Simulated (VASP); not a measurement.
Set up this calculation in VASP 6.6.1, as the native input.

| Quantity | Value |
| --- | --- |
| Task | single point |
| Functional | PBE |
| Dispersion | D3(BJ) |
| Potentials or basis | VASP PAW PBE potentials, release 64 (Ge_d) |
| Cutoff | 520 eV |
| k mesh | 9 × 9 × 1 |
| Occupations | gaussian, width 0.1 eV |
| Spin | no spin polarisation |
| Dipole correction | yes |
| Further INCAR settings | ALGO = Normal; EDIFF = 1e-07; NBANDS = 36 |

The structure of Ge lies in POSCAR:

```
Ge
1.0
    4.0226895311      0.0000000000      0.0000000000
   -2.0113447656      3.4837513255      0.0000000000
    0.0000000000      0.0000000000     18.8685220517
Ge
4
Direct
    0.3333333333      0.6666666667      0.2747571332
    0.6666666667      0.3333333333      0.2384924472
    1.5555555556     -0.5555555556      0.5108254915
    1.2222222222     -0.2222222222      0.4745608056
```

One way to write it, as run:

INCAR

```
SYSTEM = Ge
PREC = Accurate
ENCUT = 520
EDIFF = 1E-7
ISMEAR = 0
SIGMA = 0.1
LREAL = .False.
LASPH = .True.
NELM = 100
ALGO = Normal
ISIF = 2
LWAVE = .False.
LCHARG = .True.
LDIPOL = .True.
IDIPOL = 3
DIPOL = 0.5 0.5 0.375
GGA = PE
IVDW = 12
LELF = .True.
LVHAR = .True.
LVACPOTAV = .True.
NBANDS = 36
```

KPOINTS

```
Automatic mesh
0
Gamma
  9 9 1
  0 0 0
```

Potentials or basis: VASP PAW PBE potentials, release 64 (Ge_d).

Command:

```sh
$ cat potpaw_PBE.64/Ge_d/POTCAR > POTCAR
$ mpirun -np 1 vasp_std > vasp.out
```

Results of the run:

```
Largest force              : 0.191 eV/Å
Band gap on the k mesh     : 0.42 eV, direct
Dispersion energy per atom : -0.203 eV
```

Wall time 3.7 min on 1 thread of Intel(R) Xeon(R) 6975P-C (Granite Rapids), with other jobs on the host, peak memory 0.44 GiB.
